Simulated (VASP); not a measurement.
# InP (F-43m) in VASP: notebook, part 2 of 2

VASP 6.6.1. Earlier steps stand in the parts before.

## 3. Single point, r2SCAN

File POSCAR:

```
InP
1.0
    0.0000000000      2.5241808742      2.5241808742
    2.5241808742      0.0000000000      2.5241808742
    2.5241808742      2.5241808742      0.0000000000
In P
1 1
Direct
    0.0000000000      0.0000000000      0.0000000000
    0.2500000000      0.2500000000      0.2500000000
```

File INCAR.step1:

```
ALGO = Normal
EDIFF = 1E-4
ENCUT = 520
GGA = PE
ISMEAR = 0
LASPH = T
LCHARG = F
LREAL = F
LWAVE = T
NBANDS = 16
NELM = 60
PREC = Accurate
SIGMA = 0.02
```

File INCAR.step2:

```
ALGO = Normal
EDIFF = 1E-6
ENCUT = 520
ISIF = 2
ISMEAR = 0
ISTART = 1
LASPH = T
LCHARG = F
LMIXTAU = T
LREAL = F
LWAVE = F
METAGGA = R2SCAN
NBANDS = 16
NELM = 60
PREC = Accurate
SIGMA = 0.02
```

File KPOINTS:

```
k-points
0
Gamma
  10 10 10
```

Potentials or basis: VASP PAW PBE potentials, release 64 (In_d, P).

Command:

```sh
cat potpaw_PBE.64/In_d/POTCAR potpaw_PBE.64/P/POTCAR > POTCAR
cp INCAR.step1 INCAR
mpirun -np 1 vasp_std > vasp.out
cp INCAR.step2 INCAR
mpirun -np 1 vasp_std > vasp.out
```

OUTCAR:

```text
EDIFF = 1E-6
   ENCUT = 520
   ISIF = 2
   ISMEAR = 0
   ISTART = 1
   LASPH = T
   LREAL = F
   METAGGA = R2SCAN
   NELM = 60
   PREC = Accurate

 ion  position               nearest neighbor table
   1  0.000  0.000  0.000-   2 2.19   2 2.19   2 2.19   2 2.19
   2  0.250  0.250  0.250-   1 2.19   1 2.19   1 2.19   1 2.19

  LATTYP: Found a face centered cubic cell.
 ALAT       =     5.0483617484

  Lattice vectors:

 A1 = (   0.0000000000,   2.5241808742,   2.5241808742)
 A2 = (   2.5241808742,   0.0000000000,   2.5241808742)
 A3 = (   2.5241808742,   2.5241808742,   0.0000000000)

Analysis of symmetry for initial positions (statically):
=====================================================================
 Subroutine PRICEL returns:
 Original cell was already a primitive cell.

 Routine SETGRP: Setting up the symmetry group for a
 face centered cubic supercell.

 Subroutine GETGRP returns: Found 24 space group operations
 (whereof 24 operations were pure point group operations)
 out of a pool of 48 trial point group operations.

The static configuration has the point symmetry T_d .

Analysis of symmetry for dynamics (positions and initial velocities):
=====================================================================
 Subroutine PRICEL returns:
 Original cell was already a primitive cell.

 Routine SETGRP: Setting up the symmetry group for a
 face centered cubic supercell.

 Subroutine GETGRP returns: Found 24 space group operations
 (whereof 24 operations were pure point group operations)
 out of a pool of 48 trial point group operations.

The dynamic configuration has the point symmetry T_d .

 Subroutine INISYM returns: Found 24 space group operations
 (whereof 24 operations are pure point group operations),
 and found     1 'primitive' translations

----------------------------------------------------------------------------------------

                                     Primitive cell

  volume of cell :      32.1656

  direct lattice vectors                    reciprocal lattice vectors
     0.000000000  2.524180874  2.524180874    -0.198084062  0.198084062  0.198084062
     2.524180874  0.000000000  2.524180874     0.198084062 -0.198084062  0.198084062
     2.524180874  2.524180874  0.000000000     0.198084062  0.198084062 -0.198084062

  length of vectors
     3.569730826  3.569730826  3.569730826     0.343091659  0.343091659  0.343091659

  position of ions in fractional coordinates (direct lattice)
     0.000000000  0.000000000  0.000000000
     0.250000000  0.250000000  0.250000000

  ion indices of the primitive-cell ions
   primitive index   ion index
                 1           1
                 2           2

----------------------------------------------------------------------------------------

 KPOINTS: k-points

Automatic generation of k-mesh.
 Grid dimensions read from file:
 generate k-points for:   10   10   10

 Generating k-lattice:

  Cartesian coordinates                     Fractional coordinates (reciprocal lattice)
    -0.019808406  0.019808406  0.019808406     0.100000000  0.000000000  0.000000000
     0.019808406 -0.019808406  0.019808406     0.000000000  0.100000000  0.000000000
     0.019808406  0.019808406 -0.019808406     0.000000000  0.000000000  0.100000000

  Length of vectors
     0.034309166  0.034309166  0.034309166

  Shift w.r.t. Gamma in fractional coordinates (k-lattice)
     0.000000000  0.000000000  0.000000000

 Subroutine IBZKPT returns following result:
 ===========================================

 Found     47 irreducible k-points:

 Following reciprocal coordinates:
            Coordinates               Weight
  0.000000  0.000000  0.000000      1.000000
  0.100000  0.000000  0.000000      8.000000
  0.200000  0.000000  0.000000      8.000000
  0.300000  0.000000  0.000000      8.000000
  0.400000  0.000000  0.000000      8.000000
  0.500000  0.000000  0.000000      4.000000
[... 16 lines left out ...]
  0.300000  0.300000  0.000000      6.000000
  0.400000  0.300000  0.000000     24.000000
 [... further k-points ...]
   k-points           NKPTS =     47   k-points in BZ     NKDIM =     47   number of bands    NBANDS=     16
   number of dos      NEDOS =    301   number of ions     NIONS =      2
   total plane-waves  NPLWV =  21952
   dimension x,y,z NGX =    28 NGY =   28 NGZ =   28
   dimension x,y,z NGXF=    56 NGYF=   56 NGZF=   56
   ions per type =               1   1
   NGX,Y,Z   is equivalent  to a cutoff of  13.04, 13.04, 13.04 a.u.
   NGXF,Y,Z  is equivalent  to a cutoff of  26.08, 26.08, 26.08 a.u.
 SYSTEM =  unknown system
   PREC   = accura    normal or accurate (medium, high low for compatibility)
   ISTART =      1    job   : 0-new  1-cont  2-samecut
   ICHARG =      0    charge: 1-file 2-atom 10-const
   ISPIN  =      1    spin polarized calculation?
   LNONCOLLINEAR =      F non collinear calculations
   LSORBIT =      F    spin-orbit coupling
   LASPH  =      T    aspherical Exc in radial PAW
   ENCUT  =  520.0 eV  38.22 Ry    6.18 a.u.   6.64  6.64  6.64*2*pi/ulx,y,z
   NELM   =     60;   NELMIN=  2; NELMDL=  0     # of ELM steps
   EDIFF  = 0.1E-05   stopping-criterion for ELM
   LREAL  =      F    real-space projection
   EDIFFG = 0.1E-04   stopping-criterion for IOM
   NSW    =      0    number of steps for IOM
   IBRION =     -1    ionic relax: 0-MD 1-quasi-New 2-CG
   NFREE  =      0    steps in history (QN), initial steepest desc. (CG)
   ISIF   =      2    stress and relaxation
   ISYM   =      2    0-nonsym 1-usesym 2-fastsym
   POTIM  = 0.5000    time-step for ionic-motion
   TEBEG  =    0.0;   TEEND  =   0.0 temperature during run
   PSTRESS=    0.0 pullay stress
   NELECT =      18.0000    total number of electrons
   NUPDOWN=      -1.0000    fix difference up-down
   EMIN   =  10.00;   EMAX   =-10.00  energy-range for DOS
   EFERMI =   0.00;   METHOD = LEGACY
   ISMEAR =     0;   SIGMA  =   0.02  broadening in eV -4-tet -1-fermi 0-gaus
   EFERMI_NEDOS =   21; number of points for ismear=-14 and -15
   IALGO  =     38    algorithm
   IMIX   =      4    mixing-type and parameters
     AMIX     =   0.40;   BMIX     =  1.00
     AMIX_MAG =   1.60;   BMIX_MAG =  1.00
  volume/ion in A,a.u.               =      16.08       108.53
  Fermi-wavevector in a.u.,A,eV,Ry     =   1.349072  2.549377 24.762546  1.819996
  Thomas-Fermi vector in A             =   2.476689
   LORBIT       =      0    0 simple, 1 ext, 2 COOP (PROOUT), +10 PAW based schemes
   METAGGA = R2SCAN    functional components
   LHFCALC =     F    Hartree Fock is set to
   AEXX    =    0.0000 exact exchange contribution
   IVDW    =     0    specifies the selected vdW correction
   LEPSILON=     F    determine dielectric tensor
   LRPA    =     F    only Hartree local field effects (RPA)
 non-spin polarized calculation
 Gauss-broadening in eV      SIGMA  =   0.02
  energy-cutoff  :      520.00
  volume of cell :       32.17
 maximum number of plane-waves:       893
   NGX = 13   NGY = 13   NGZ = 13

 number of electron      17.9999992 magnetization

 Free energy of the ion-electron system (eV)
  ---------------------------------------------------
  ext. energy  EPLUGINS =         0.00000000
  ---------------------------------------------------
  free energy    TOTEN  =       -28.73704733 eV

  energy without entropy =      -28.73704733  energy(sigma->0) =      -28.73704733

 E-fermi :  11.6850     XC(G=0): -12.2007

 val. band max:       11.5685876799   @ k =   0.0000   0.0000   0.0000
 cond. band min:      12.4718141313   @ k =   0.5000   0.5000   0.0000
 fundamental gap:      0.9032264514
 Fermi energy:        11.6849695089

 k-point     1 :       0.0000    0.0000    0.0000
  band No.  band energies     occupation
      1      -5.2432      2.00000
      2      -5.2432      2.00000
      3      -5.2432      2.00000
      4      -4.8120      2.00000
      5      -4.6480      2.00000
      6      -4.6480      2.00000
[... 8 lines left out ...]
     15      21.9217      0.00000
     16      23.1037      0.00000

 k-point     2 :       0.1000    0.0000    0.0000
  band No.  band energies     occupation
      1      -5.3842      2.00000
      2      -5.2231      2.00000
      3      -5.2231      2.00000
      4      -4.6490      2.00000
      5      -4.6490      2.00000
      6      -4.4987      2.00000
[... 8 lines left out ...]
     15      21.1573      0.00000
     16      23.1686      0.00000
[... 387 lines left out ...]
      5      -4.5439      2.00000
      6      -2.3187      2.00000
[... 8 lines left out ...]
     15      22.2169      0.00000
     16      27.5151      0.00000

 k-point    24 :       0.4000    0.3000    0.0000
  band No.  band energies     occupation
      1      -5.8258      2.00000
      2      -4.9387      2.00000
      3      -4.9086      2.00000
      4      -4.8604      2.00000
      5      -4.5274      2.00000
      6      -1.4549      2.00000
[... 8 lines left out ...]
     15      23.3803      0.00000
     16      27.3688      0.00000

 [... further k-points ...]
[... 5 lines left out ...]
  --------------------------------------------------------------------------------------
  -------------------------------------------------------------------------------------
  Total       17.9349716     17.9349716     17.9349716     -0.0000000      0.0000000      0.0000000
  in kB      893.3463428    893.3463428    893.3463428     -0.0000000      0.0000000      0.0000000
  external PRESSURE =     893.3463428 kB  Pullay stress =       0.0000000 kB

 VOLUME and BASIS-vectors are now :
 -----------------------------------------------------------------------------
  energy-cutoff  :      520.00
  volume of cell :       32.17
      direct lattice vectors                 reciprocal lattice vectors
     0.000000000  2.524180874  2.524180874    -0.198084062  0.198084062  0.198084062
     2.524180874  0.000000000  2.524180874     0.198084062 -0.198084062  0.198084062
     2.524180874  2.524180874  0.000000000     0.198084062  0.198084062 -0.198084062

 POSITION                                       TOTAL-FORCE (eV/Angst)
 -----------------------------------------------------------------------------------
      0.00000      0.00000      0.00000        -0.000000     -0.000000     -0.000000
      1.26209      1.26209      1.26209         0.000000      0.000000      0.000000
 -----------------------------------------------------------------------------------
    total drift:                               -0.000001     -0.000001     -0.000001

  FREE ENERGIE OF THE ION-ELECTRON SYSTEM (eV)
  ---------------------------------------------------
  free  energy   TOTEN  =       -28.7370473343 eV

  energy  without entropy=      -28.7370473343  energy(sigma->0) =      -28.73704733
```

OUTCAR.step1:

```text
EDIFF = 1E-4
   ENCUT = 520
   GGA = PE
   ISMEAR = 0
   LASPH = T
[... 676 lines left out ...]
 -----------------------------------------------------------------------------------
      0.00000      0.00000      0.00000         0.000000     -0.000000      0.000000
      1.26209      1.26209      1.26209        -0.000000      0.000000     -0.000000
 -----------------------------------------------------------------------------------
    total drift:                               -0.000000     -0.000000     -0.000000

  FREE ENERGIE OF THE ION-ELECTRON SYSTEM (eV)
  ---------------------------------------------------
  free  energy   TOTEN  =        -4.6914297417 eV

  energy  without entropy=       -4.6914297417  energy(sigma->0) =       -4.69142974
```

OSZICAR.step1:

```text
N       E                     dE             d eps       ncg     rms          rms(c)
DAV:   1     0.117850114043E+03    0.11785E+03   -0.86389E+03  1528   0.147E+03
DAV:   2     0.150176977993E+01   -0.11635E+03   -0.11132E+03  1736   0.324E+02
DAV:   3    -0.536138259858E+01   -0.68632E+01   -0.68344E+01  1936   0.751E+01
DAV:   4    -0.551695542632E+01   -0.15557E+00   -0.15554E+00  1912   0.111E+01
DAV:   5    -0.552389029228E+01   -0.69349E-02   -0.69348E-02  2248   0.212E+00    0.121E+01
DAV:   6    -0.482302346490E+01    0.70087E+00   -0.73955E-01  2288   0.214E+01    0.668E+00
DAV:   7    -0.469561799495E+01    0.12741E+00   -0.40534E-01  2112   0.815E+00    0.193E+00
DAV:   8    -0.469145476559E+01    0.41632E-02   -0.45726E-02  1936   0.294E+00    0.136E+00
DAV:   9    -0.469148545454E+01   -0.30689E-04   -0.29728E-03  1992   0.382E-01    0.506E-01
DAV:  10    -0.469142974173E+01    0.55713E-04   -0.70341E-04  1984   0.728E-01
   1 F= -.46914297E+01 E0= -.46914297E+01  d E =-.940956E-31
```

Run time: 46 s. Hardware: 1 thread of Intel Xeon 6975P-C (Granite Rapids), shared host; peak memory 0.17 GiB.

Results:

```
Free energy            : -28.7370 eV
Pressure               : 89.3 GPa
Band gap on the k mesh : 0.90 eV (least direct gap 3.30 eV)
```

Levels at points of the mesh, in eV from the valence-band top:
| k point | band 6 | band 7 | band 8 | band 9 | band 10 | band 11 | band 12 | band 13 |
| --- | --- | --- | --- | --- | --- | --- | --- | --- |
| (0.00, 0.00, 0.00) | -16.22 | 0.00 | 0.00 | 0.00 | 3.30 | 3.83 | 3.83 | 3.83 |
| (0.50, 0.00, 0.00) | -12.39 | -9.42 | -2.00 | -2.00 | 2.68 | 4.64 | 4.64 | 7.81 |
| (0.50, 0.50, 0.00) | -11.25 | -8.63 | -4.61 | -4.61 | 0.90 | 1.80 | 10.85 | 12.71 |

Caveat: the cell stands under pressure; the PAW data sets were made with another functional, which shifts forces and pressure a little; spin-orbit coupling is left out, which moves the levels of the heavy elements. A k mesh can miss the band edges.

## 4. Single point, r2SCAN

This run uses another cell than the first one, of 18.27 Å³/atom.

File POSCAR:

```
InP
1.0
    0.0000000000      2.6339815785      2.6339815785
    2.6339815785      0.0000000000      2.6339815785
    2.6339815785      2.6339815785      0.0000000000
In P
1 1
Direct
    0.0000000000      0.0000000000      0.0000000000
    0.2500000000      0.2500000000      0.2500000000
```

File INCAR.step1:

```
ALGO     = Normal         # electronic algorithm
EDIFF    = 1E-4           # SCF threshold, eV
ENCUT    = 520            # plane-wave cutoff, eV
GGA      = PE             # functional
ISMEAR   = 0              # smearing method
LASPH    = True           # aspherical terms in the spheres
LCHARG   = False          # write CHGCAR
LREAL    = False          # projectors in reciprocal space
LWAVE    = True           # write WAVECAR
NBANDS   = 16             # bands
NELM     = 60             # most SCF steps
PREC     = Accurate       # precision mode
SIGMA    = 0.02           # smearing width, eV
```

File INCAR.step2:

```
ALGO     = Normal         # electronic algorithm
EDIFF    = 1E-6           # SCF threshold, eV
ENCUT    = 520            # plane-wave cutoff, eV
ISIF     = 2              # what is computed and relaxed
ISMEAR   = 0              # smearing method
ISTART   = 1            
LASPH    = True           # aspherical terms in the spheres
LCHARG   = False          # write CHGCAR
LMIXTAU  = True         
LREAL    = False          # projectors in reciprocal space
LWAVE    = False          # write WAVECAR
METAGGA  = R2SCAN         # meta-GGA
NBANDS   = 16             # bands
NELM     = 60             # most SCF steps
PREC     = Accurate       # precision mode
SIGMA    = 0.02           # smearing width, eV
```

KPOINTS is that of step 3.

Command:

```sh
cat potpaw_PBE.64/In_d/POTCAR potpaw_PBE.64/P/POTCAR > POTCAR
cp INCAR.step1 INCAR
mpirun -np 1 vasp_std > vasp.out
cp INCAR.step2 INCAR
mpirun -np 1 vasp_std > vasp.out
```

Wall time 49 s (1 thread of Intel Xeon 6975P-C (Granite Rapids), shared host); peak memory 0.17 GiB.

It converged, with:

- Free energy: -30.5909 eV
- Pressure: 49.6 GPa
- Band gap on the k mesh: 1.29 eV (least direct gap 2.85 eV)

Levels at points of the mesh, in eV from the valence-band top:
```csv
k point,band 7,band 8,band 9,band 10,band 11,band 12
"(0.00, 0.00, 0.00)",0.00,0.00,0.00,2.85,4.15,4.15
"(0.50, 0.00, 0.00)",-8.18,-1.64,-1.64,2.57,4.91,4.91
"(0.50, 0.50, 0.00)",-7.69,-3.84,-3.84,1.29,2.18,11.17
```

Caveat: the cell stands under pressure; the PAW data sets were made with another functional, which shifts forces and pressure a little; spin-orbit coupling is left out, which moves the levels of the heavy elements.
